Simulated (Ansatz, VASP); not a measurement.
**Li2Se: VASP beside Ansatz**

```
CELL_PARAMETERS angstrom
0.00000 2.97238 2.97238
2.97238 0.00000 2.97238
2.97238 2.97238 0.00000
ATOMIC_POSITIONS crystal
Li 0.25000 0.25000 0.25000
Li 0.75000 0.75000 0.75000
Se 0.00000 0.00000 0.00000
```

Alike in both runs: functional PBEsol; k mesh 8 × 8 × 8; occupations gaussian, width 0.02 eV; no spin polarisation.

Ansatz relaxed the structure, and its values are those at the end. VASP's run is a single point on that final structure, the one shown.

|  | VASP | Ansatz |
| --- | --- | --- |
| version | VASP 6.6.1 | Ansatz 0.2.0 |
| potentials or method | VASP PAW PBE potentials, release 64 (Li_sv, Se), cutoff 750 eV | scalar-relativistic, plane waves, PAW |
| valence electrons in the cell | 12 | 22 |

VASP gave:

| Quantity | Value |
| --- | --- |
| gap on the k mesh at the Fermi level (eV) | 2.81 |
| least direct gap on the mesh (eV) | 3.36 |
| pressure (GPa) | 0.0 |

Estimate Ansatz's values.

gap on the k mesh at the Fermi level (eV): 2.82; least direct gap on the mesh (eV): 3.36; pressure (GPa): 0.0.

VASP's potentials were made for PBE, not for PBEsol. The functional is the same, so the differences come from potentials, cutoffs and numerics. VASP's potentials hold 12 valence electrons a cell and Ansatz's 22, so a difference there can come from the potentials and not from the codes.
